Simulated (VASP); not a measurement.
# V (Fm-3m) in VASP: single point with LDA

Aim: the single point of V with LDA.

All numbers are computed with VASP 6.6.1; they aren't measurements. Logs are shortened: lines on timing, memory, paths and dates and some standing lists are left out, and cuts for length are marked.

### Step 1. The cell of the first run

The structure is cubic, space group Fm-3m (No. 225). Conventional cell: a = 3.734 Å, b = 3.734 Å, c = 3.734 Å, α = 90.00°, β = 90.00°, γ = 90.00°. V (site symmetry m-3m) has 12 V at 2.64 Å within 3.5 Å.

### Step 2. Single point, LDA

File INCAR:

```
PREC = Accurate
ENCUT = 520
EDIFF = 1E-6
ISMEAR = -1
SIGMA = 0.13605693000000002
LREAL = False
LASPH = True
NELM = 80
ALGO = Normal
ISIF = 2
LWAVE = False
LCHARG = False
GGA = CA
NBANDS = 12
```

File KPOINTS:

```
Automatic mesh
0
Gamma
  15 15 15
```

File POSCAR:

```
V
1.0
    0.0000000000      1.8668774564      1.8668774564
    1.8668774564      0.0000000000      1.8668774564
    1.8668774564      1.8668774564      0.0000000000
V
1
Direct
    0.0000000000      0.0000000000      0.0000000000
```

Potentials or basis: VASP PAW LDA potentials, release 64 (V_sv).

The run is started by

```sh
$ cat potpaw_LDA.64/V_sv/POTCAR > POTCAR
$ mpirun -np 1 vasp_std > vasp.out
```

OUTCAR:

```text
PREC = Accurate
   ENCUT = 520
   EDIFF = 1E-6
   ISMEAR = -1
   LREAL = False
   LASPH = True
   NELM = 80
   ISIF = 2
   GGA = CA

 ion  position               nearest neighbor table
   1  0.000  0.000  0.000-

  LATTYP: Found a face centered cubic cell.
 ALAT       =     3.7337549128

  Lattice vectors:

 A1 = (   0.0000000000,   1.8668774564,   1.8668774564)
 A2 = (   1.8668774564,   0.0000000000,   1.8668774564)
 A3 = (   1.8668774564,   1.8668774564,   0.0000000000)

Analysis of symmetry for initial positions (statically):
=====================================================================
 Subroutine PRICEL returns:
 Original cell was already a primitive cell.

 Routine SETGRP: Setting up the symmetry group for a
 face centered cubic supercell.

 Subroutine GETGRP returns: Found 48 space group operations
 (whereof 48 operations were pure point group operations)
 out of a pool of 48 trial point group operations.

The static configuration has the point symmetry O_h .

Analysis of symmetry for dynamics (positions and initial velocities):
=====================================================================
 Subroutine PRICEL returns:
 Original cell was already a primitive cell.

 Routine SETGRP: Setting up the symmetry group for a
 face centered cubic supercell.

 Subroutine GETGRP returns: Found 48 space group operations
 (whereof 48 operations were pure point group operations)
 out of a pool of 48 trial point group operations.

The dynamic configuration has the point symmetry O_h .

 Subroutine INISYM returns: Found 48 space group operations
 (whereof 48 operations are pure point group operations),
 and found     1 'primitive' translations

----------------------------------------------------------------------------------------

                                     Primitive cell

  volume of cell :      13.0130

  direct lattice vectors                    reciprocal lattice vectors
     0.000000000  1.866877456  1.866877456    -0.267826899  0.267826899  0.267826899
     1.866877456  0.000000000  1.866877456     0.267826899 -0.267826899  0.267826899
     1.866877456  1.866877456  0.000000000     0.267826899  0.267826899 -0.267826899

  length of vectors
     2.640163418  2.640163418  2.640163418     0.463889797  0.463889797  0.463889797

  position of ions in fractional coordinates (direct lattice)
     0.000000000  0.000000000  0.000000000

  ion indices of the primitive-cell ions
   primitive index   ion index
                 1           1

----------------------------------------------------------------------------------------

 KPOINTS: Automatic mesh

Automatic generation of k-mesh.
 Grid dimensions read from file:
 generate k-points for:   15   15   15

 Generating k-lattice:

  Cartesian coordinates                     Fractional coordinates (reciprocal lattice)
    -0.017855127  0.017855127  0.017855127     0.066666667  0.000000000  0.000000000
     0.017855127 -0.017855127  0.017855127     0.000000000  0.066666667  0.000000000
     0.017855127  0.017855127 -0.017855127     0.000000000  0.000000000  0.066666667

  Length of vectors
     0.030925986  0.030925986  0.030925986

  Shift w.r.t. Gamma in fractional coordinates (k-lattice)
     0.000000000  0.000000000  0.000000000

 Subroutine IBZKPT returns following result:
 ===========================================

 Found    120 irreducible k-points:

 Following reciprocal coordinates:
            Coordinates               Weight
  0.000000  0.000000  0.000000      1.000000
  0.066667  0.000000  0.000000      8.000000
  0.133333  0.000000  0.000000      8.000000
  0.200000  0.000000  0.000000      8.000000
  0.266667  0.000000  0.000000      8.000000
  0.333333  0.000000  0.000000      8.000000
[... 16 lines left out ...]
  0.133333  0.133333  0.000000      6.000000
  0.200000  0.133333  0.000000     24.000000
 [... further k-points ...]
   k-points           NKPTS =    120   k-points in BZ     NKDIM =    120   number of bands    NBANDS=     12
   number of dos      NEDOS =    301   number of ions     NIONS =      1
   total plane-waves  NPLWV =   8000
   dimension x,y,z NGX =    20 NGY =   20 NGZ =   20
   dimension x,y,z NGXF=    40 NGYF=   40 NGZF=   40
   ions per type =               1
   NGX,Y,Z   is equivalent  to a cutoff of  12.59, 12.59, 12.59 a.u.
   NGXF,Y,Z  is equivalent  to a cutoff of  25.19, 25.19, 25.19 a.u.
 SYSTEM =  unknown system
   PREC   = accura    normal or accurate (medium, high low for compatibility)
   ISTART =      0    job   : 0-new  1-cont  2-samecut
   ICHARG =      2    charge: 1-file 2-atom 10-const
   ISPIN  =      1    spin polarized calculation?
   LNONCOLLINEAR =      F non collinear calculations
   LSORBIT =      F    spin-orbit coupling
   LASPH  =      T    aspherical Exc in radial PAW
   ENCUT  =  520.0 eV  38.22 Ry    6.18 a.u.   4.91  4.91  4.91*2*pi/ulx,y,z
   NELM   =     80;   NELMIN=  2; NELMDL= -5     # of ELM steps
   EDIFF  = 0.1E-05   stopping-criterion for ELM
   LREAL  =      F    real-space projection
   EDIFFG = 0.1E-04   stopping-criterion for IOM
   NSW    =      0    number of steps for IOM
   IBRION =     -1    ionic relax: 0-MD 1-quasi-New 2-CG
   NFREE  =      0    steps in history (QN), initial steepest desc. (CG)
   ISIF   =      2    stress and relaxation
   ISYM   =      2    0-nonsym 1-usesym 2-fastsym
   POTIM  = 0.5000    time-step for ionic-motion
   TEBEG  =    0.0;   TEEND  =   0.0 temperature during run
   PSTRESS=    0.0 pullay stress
   NELECT =      13.0000    total number of electrons
   NUPDOWN=      -1.0000    fix difference up-down
   EMIN   =  10.00;   EMAX   =-10.00  energy-range for DOS
   EFERMI =   0.00;   METHOD = LEGACY
   ISMEAR =    -1;   SIGMA  =   0.14  broadening in eV -4-tet -1-fermi 0-gaus
   EFERMI_NEDOS =   21; number of points for ismear=-14 and -15
   IALGO  =     38    algorithm
   IMIX   =      4    mixing-type and parameters
     AMIX     =   0.40;   BMIX     =  1.00
     AMIX_MAG =   1.60;   BMIX_MAG =  1.00
  volume/ion in A,a.u.               =      13.01        87.82
  Fermi-wavevector in a.u.,A,eV,Ry     =   1.636553  3.092637 36.440572  2.678307
  Thomas-Fermi vector in A             =   2.727840
   LORBIT       =      0    0 simple, 1 ext, 2 COOP (PROOUT), +10 PAW based schemes
   GGA     = CA    functional components
   LHFCALC =     F    Hartree Fock is set to
   AEXX    =    0.0000 exact exchange contribution
   IVDW    =     0    specifies the selected vdW correction
   LEPSILON=     F    determine dielectric tensor
   LRPA    =     F    only Hartree local field effects (RPA)
 non-spin polarized calculation
  energy-cutoff  :      520.00
  volume of cell :       13.01
 maximum number of plane-waves:       360
   NGX =  9   NGY =  9   NGZ =  9

 number of electron      13.0000005 magnetization

 Free energy of the ion-electron system (eV)
  ---------------------------------------------------
  ext. energy  EPLUGINS =         0.00000000
  ---------------------------------------------------
  free energy    TOTEN  =        -9.71505203 eV

  energy without entropy =       -9.61180885  energy(sigma->0) =       -9.66343044

 E-fermi :  10.2648     XC(G=0): -13.4174

 val. band max:       10.2646663067   @ k =  -0.4000   0.4000   0.1333
 cond. band min:      10.2703876028   @ k =   0.4000   0.2667   0.0667
 fundamental gap:      0.0057212962
 Fermi energy:        10.2647576780

 k-point     1 :       0.0000    0.0000    0.0000
  band No.  band energies     occupation
      1     -52.9808      2.00000
      2     -26.6334      2.00000
      3     -26.6334      2.00000
      4     -26.6334      2.00000
      5       3.3412      2.00000
      6      10.4113      0.50807
      7      10.4113      0.50807
      8      10.4113      0.50807
      9      12.2831      0.00000
     10      12.2831      0.00000
     11      28.3495      0.00000
     12      33.7895      0.00000

 k-point     2 :       0.0667    0.0000    0.0000
  band No.  band energies     occupation
      1     -52.9713      2.00000
      2     -26.6799      2.00000
      3     -26.6391      2.00000
      4     -26.6391      2.00000
      5       3.5170      2.00000
      6      10.3149      0.81795
      7      10.4742      0.35325
      8      10.4742      0.35325
      9      12.2447      0.00000
     10      12.2447      0.00000
     11      28.4835      0.00000
     12      32.4969      0.00000

 k-point     3 :       0.1333    0.0000    0.0000
  band No.  band energies     occupation
      1     -52.9444      2.00000
      2     -26.8106      2.00000
      3     -26.6551      2.00000
      4     -26.6551      2.00000
      5       4.0221      2.00000
      6      10.0684      1.61789
      7      10.6239      0.13330
      8      10.6239      0.13330
      9      12.1756      0.00000
     10      12.1756      0.00000
     11      28.6015      0.00000
     12      30.4447      0.00000
[... 286 lines left out ...]
 k-point    23 :       0.1333    0.1333    0.0000
  band No.  band energies     occupation
      1     -52.9323      2.00000
      2     -26.8057      2.00000
      3     -26.6936      2.00000
      4     -26.6936      2.00000
      5       4.2414      2.00000
      6       9.8007      1.93607
      7      10.8305      0.03080
      8      10.8305      0.03080
      9      11.6946      0.00005
     10      12.4795      0.00000
     11      29.0409      0.00000
     12      31.1100      0.00000

 k-point    24 :       0.2000    0.1333    0.0000
  band No.  band energies     occupation
      1     -52.9026      2.00000
      2     -26.9289      2.00000
      3     -26.7241      2.00000
      4     -26.7158      2.00000
      5       4.8012      2.00000
      6       9.5122      1.99211
      7      10.9455      0.01334
      8      11.0331      0.00703
      9      11.5757      0.00013
     10      12.5850      0.00000
     11      28.9174      0.00000
     12      29.8056      0.00000

 [... further k-points ...]

------------------------ aborting loop because EDIFF is reached ----------------------------------------

  FORCE on cell =-STRESS in cart. coord.  units (eV):
  Direction    XX          YY          ZZ          XY          YZ          ZX
  --------------------------------------------------------------------------------------
  -------------------------------------------------------------------------------------
  Total        0.0109119      0.0109119      0.0109119      0.0000000      0.0000000      0.0000000
  in kB        1.3434907      1.3434907      1.3434907      0.0000000      0.0000000      0.0000000
  external PRESSURE =       1.3434907 kB  Pullay stress =       0.0000000 kB

 VOLUME and BASIS-vectors are now :
 -----------------------------------------------------------------------------
  energy-cutoff  :      520.00
  volume of cell :       13.01
      direct lattice vectors                 reciprocal lattice vectors
     0.000000000  1.866877456  1.866877456    -0.267826899  0.267826899  0.267826899
     1.866877456  0.000000000  1.866877456     0.267826899 -0.267826899  0.267826899
     1.866877456  1.866877456  0.000000000     0.267826899  0.267826899 -0.267826899

 POSITION                                       TOTAL-FORCE (eV/Angst)
 -----------------------------------------------------------------------------------
      0.00000      0.00000      0.00000        -0.000000     -0.000000     -0.000000
 -----------------------------------------------------------------------------------
    total drift:                               -0.000000     -0.000000     -0.000000

  FREE ENERGIE OF THE ION-ELECTRON SYSTEM (eV)
  ---------------------------------------------------
  free  energy   TOTEN  =        -9.7150520251 eV

  energy  without entropy=       -9.6118088470  energy(sigma->0) =       -9.66343044
```

It took 13 s on 1 thread of AMD EPYC 9R45 (Zen 5), shared host; peak memory 0.1 GiB.

What came out:

- Free energy: -9.7151 eV
- Pressure: 0.1 GPa
